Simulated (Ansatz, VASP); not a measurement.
# One calculation of C, two programs

```
C
1.0
     2.45886    0.00000    0.00000
     0.00000    4.61165    0.00000
     0.00000    0.00000   25.60546
C
14
Cartesian
  1.2294 1.7538 7.5000
  0.0000 2.1925 8.0580
  0.0000 3.0692 9.1746
  1.2294 3.5079 9.7326
  1.2294 4.3846 10.8491
  0.0000 0.2117 11.4072
  0.0000 1.0884 12.5237
  1.2294 1.5271 13.0817
  1.2294 2.4038 14.1983
  0.0000 2.8425 14.7563
  0.0000 3.7192 15.8729
  1.2294 4.1579 16.4309
  1.2294 0.4230 17.5474
  0.0000 0.8617 18.1055
```

Alike in both runs: task single point; functional PBEsol; k mesh 11 × 6 × 1; occupations gaussian, width 0.05 eV; no spin polarisation.

|  | VASP | Ansatz |
| --- | --- | --- |
| version | VASP 6.6.1 | Ansatz 0.2.0 |
| potentials or method | VASP PAW PBE potentials, release 64 (C), cutoff 520 eV | scalar-relativistic, plane waves, PAW |
| valence electrons in the cell | 56 | 56 |

|  | VASP | Ansatz | Ansatz less VASP |
| --- | --- | --- | --- |
| gap on the k mesh at the Fermi level (eV) | none | none | - |
| rms of the force components (eV/Å) | 0.757 | 0.764 | +0.0071 |

VASP's potentials were made for PBE, not for PBEsol. Atom by atom the forces differ by 0.014 eV/Å (rms over components). A gap of «none» marks a metal or a gap that the smearing closes. With one functional, cell and mesh, what is left measures potentials, basis and numerics.
